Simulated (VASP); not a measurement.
# SnSe: single point with r2SCAN

System: SnSe, a slab with vacuum.

```
Sn Se
1.0
    -4.28533    0.00000    0.00000
     0.00000   -4.28533    0.00000
     0.00000    0.00000   11.99069
Sn Se
2 2
Direct
  0.50000 0.00000 0.34119
  0.00000 0.50000 0.57542
  0.50000 0.00000 0.56466
  0.00000 0.50000 0.35194
```

This cell differs from its parent crystal: the distance across one plane changed.

- Program: VASP 6.6.1
- Task: single point
- Functional: r2SCAN
- Potentials or basis: VASP PAW PBE potentials, release 64 (Sn_d, Se)
- Cutoff: 520 eV
- k mesh: 6 × 6 × 3
- Occupations: gaussian, width 0.05 eV
- Spin: no spin polarisation
- Dipole correction: no
- Further INCAR settings: ALGO = Normal; EDIFF = 1e-06; NBANDS = 28

```json
{
 "Largest force": "0.020 eV/Å",
 "Band gap on the k mesh": "1.77 eV"
}
```

Forces on the atoms (eV/Å):
```
Sn   0.000  0.000 -0.020
Sn   0.000  0.000  0.020
Se   0.000  0.000 -0.001
Se   0.000  0.000  0.001
```

Levels at points of the mesh, in eV from the valence-band top:
| k point | band 17 | band 18 | band 19 | band 20 | band 21 | band 22 | band 23 | band 24 |
| --- | --- | --- | --- | --- | --- | --- | --- | --- |
| (0.00, 0.00, 0.00) | -3.17 | -1.81 | -1.81 | -0.30 | 1.87 | 4.23 | 4.24 | 4.77 |
| (0.50, 0.00, 0.00) | -1.63 | -1.63 | -0.14 | -0.14 | 1.84 | 1.84 | 2.32 | 2.32 |
| (0.50, 0.50, 0.00) | -3.32 | -3.32 | -1.77 | -1.77 | 4.01 | 4.01 | 5.20 | 5.20 |

Wall time 6.1 min on 1 thread of Intel(R) Xeon(R) Platinum 8259CL CPU @ 2.50GHz (Skylake/Cascade Lake) (shared host), peak memory 0.39 GiB.

Caveat: the cell differs from its parent crystal (the distance across one plane changed); there is no dipole correction, which matters where the two faces differ; the PAW data sets were made with another functional, which shifts forces and pressure a little; spin-orbit coupling is left out, which moves the levels of the heavy elements.
